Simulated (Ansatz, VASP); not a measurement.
Mo5Rh: VASP beside Ansatz

```
Mo Rh
1.0
     4.53777    0.00000    0.00000
    -2.26889    3.92983    0.00000
     0.00000    0.00000    5.29674
Mo Rh
5 1
Direct
  0.33333 0.66667 0.25749
  0.33333 0.66667 0.74251
  0.66667 0.33333 0.74251
  0.66667 0.33333 0.25749
  0.00000 0.00000 0.50000
  0.00000 0.00000 0.00000
```

Alike in both runs: functional PBE; k mesh 4 × 4 × 3; occupations gaussian, width 0.2 eV; no spin polarisation.

Ansatz relaxed the structure, and its values are those at the end. VASP's run is a single point on that final structure, the one shown.

```csv
,VASP,Ansatz
version,VASP 6.6.1,Ansatz 0.2.0
potentials or method,"VASP PAW PBE potentials, release 64 (Mo_sv, Rh_pv), cutoff 500 eV","scalar-relativistic, plane waves, PAW"
valence electrons in the cell,85,87
```

```tsv
	VASP	Ansatz	Ansatz less VASP
gap on the k mesh at the Fermi level (eV)	none	none	-
pressure (GPa)	0.3	-0.2	-0.47
rms of the force components (eV/Å)	0.008	0.001	-0.0077
```

A gap of «none» marks a metal or a gap that the smearing closes. The functional is the same, so the differences come from potentials, cutoffs and numerics. VASP's potentials hold 85 valence electrons a cell and Ansatz's 87, so a difference there can come from the potentials and not from the codes.

The k mesh is coarse, so the values compare programs but aren't converged.
